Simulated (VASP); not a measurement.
A run of VASP 6.6.1 is set up as follows.

Contents of INCAR:

```
SYSTEM = Al33N32
  PREC = Accurate
  ENCUT = 520
  EDIFF = 1E-7
  ISMEAR = -1
  SIGMA = 0.05
  LREAL = Auto
  LASPH = .True.
  NELM = 150
  ALGO = Normal
  ISIF = 2
  LWAVE = .False.
  LCHARG = .False.
  ISPIN = 2
  MAGMOM = 0 0 0 0 0 0 0 0.091 0 0.091 0 0 0 0 0 0 0 0 0.091 0 0 0 0 0 0 0 0 0 0.091 0 0 0 0.091 0 0 0 0 0 0 0 0 0.091 0.091 0 0 0 0 0 0 0.091 0 0.091 0 0 0 0 0 0.091 0 0 0 0.091 0 0 0
  LORBIT = 11
  GGA = PS
  ISYM = 0
  NBANDS = 172
```

Contents of KPOINTS:

```
Automatic mesh
0
Gamma
  1 1 1
  0.25 0.25 0.25
```

Contents of POSCAR:

```
Al33N32
1.0
    8.7554440000      0.0000000000      0.0000000000
    0.0000000000      8.7554440000      0.0000000000
    0.0000000000      0.0000000000      8.7554440000
Al N
33 32
Direct
    0.9990760000      0.9987450000      0.9987400000
    0.9941540000      0.9938470000      0.4984600000
    0.9950050000      0.4986830000      0.9952400000
    0.0017600000      0.4988630000      0.5007840000
    0.4990200000      0.9946840000      0.9952320000
    0.4993080000      0.0013610000      0.5007520000
    0.5009830000      0.5006390000      0.0019570000
    0.5212560000      0.5213630000      0.5264130000
    0.2497920000      0.2495890000      0.0016240000
    0.2293890000      0.2289360000      0.5261150000
    0.2519930000      0.7551180000      0.9949690000
    0.2514480000      0.7490190000      0.5005940000
    0.7554280000      0.2516570000      0.9949600000
    0.7492110000      0.2511560000      0.5004680000
    0.7518620000      0.7515620000      0.9984680000
    0.7566460000      0.7562960000      0.4979580000
    0.2515150000      0.0012020000      0.2486750000
    0.2521710000      0.9946180000      0.7542240000
    0.2304140000      0.5213440000      0.2224820000
    0.2499220000      0.5003860000      0.7474060000
    0.7567790000      0.9934580000      0.2513470000
    0.7518800000      0.9985770000      0.7505710000
    0.7492840000      0.4988650000      0.2486230000
    0.7557230000      0.4984400000      0.7541410000
    0.0015770000      0.2512410000      0.2486720000
    0.9949580000      0.2518420000      0.7542300000
    0.9938240000      0.7564360000      0.2513330000
    0.9989070000      0.7515990000      0.7506120000
    0.5216500000      0.2299280000      0.2225180000
    0.5007200000      0.2496500000      0.7473860000
    0.4992780000      0.7490990000      0.2485800000
    0.4987640000      0.7553640000      0.7541460000
    0.3755680000      0.3750780000      0.3749650000
    0.1246830000      0.1243950000      0.1251660000
    0.1111400000      0.1108250000      0.6374800000
    0.1109010000      0.6395690000      0.1126920000
    0.1246180000      0.6262540000      0.6244990000
    0.6399520000      0.1105350000      0.1126690000
    0.6265870000      0.1243060000      0.6244530000
    0.6266710000      0.6263440000      0.1250320000
    0.6400500000      0.6396410000      0.6370930000
    0.3757570000      0.3753970000      0.1385400000
    0.3755730000      0.3752720000      0.6110060000
    0.3755530000      0.8755350000      0.1261800000
    0.3757220000      0.8750910000      0.6232930000
    0.8758050000      0.3752280000      0.1262250000
    0.8754330000      0.3753420000      0.6232380000
    0.8756670000      0.8753210000      0.1228190000
    0.8754890000      0.8751790000      0.6266840000
    0.3757450000      0.1413870000      0.3747800000
    0.3757780000      0.1274090000      0.8751890000
    0.3756840000      0.6093610000      0.3750020000
    0.3757170000      0.6228470000      0.8745460000
    0.8758130000      0.1279220000      0.3748740000
    0.8755400000      0.1243250000      0.8748580000
    0.8756110000      0.6223270000      0.3749800000
    0.8755800000      0.6261670000      0.8746940000
    0.1417870000      0.3754200000      0.3747840000
    0.1276560000      0.3754900000      0.8751650000
    0.1281860000      0.8754870000      0.3749240000
    0.1246680000      0.8752050000      0.8748750000
    0.6095850000      0.3754570000      0.3750150000
    0.6232010000      0.3754010000      0.8745250000
    0.6227720000      0.8752580000      0.3749710000
    0.6264880000      0.8752300000      0.8746480000
```

Potentials or basis: VASP PAW PBE potentials, release 64 (Al, N).

Launch:

```console
$ cat potpaw_PBE.64/Al/POTCAR potpaw_PBE.64/N/POTCAR > POTCAR
$ mpirun -np 1 vasp_std > vasp.out
```

(1) What does it give for the band gap on the k mesh?

(2) Estimate the net moment.

## Answers

(1) 0.21 eV.

(2) 1.05 μB per cell.
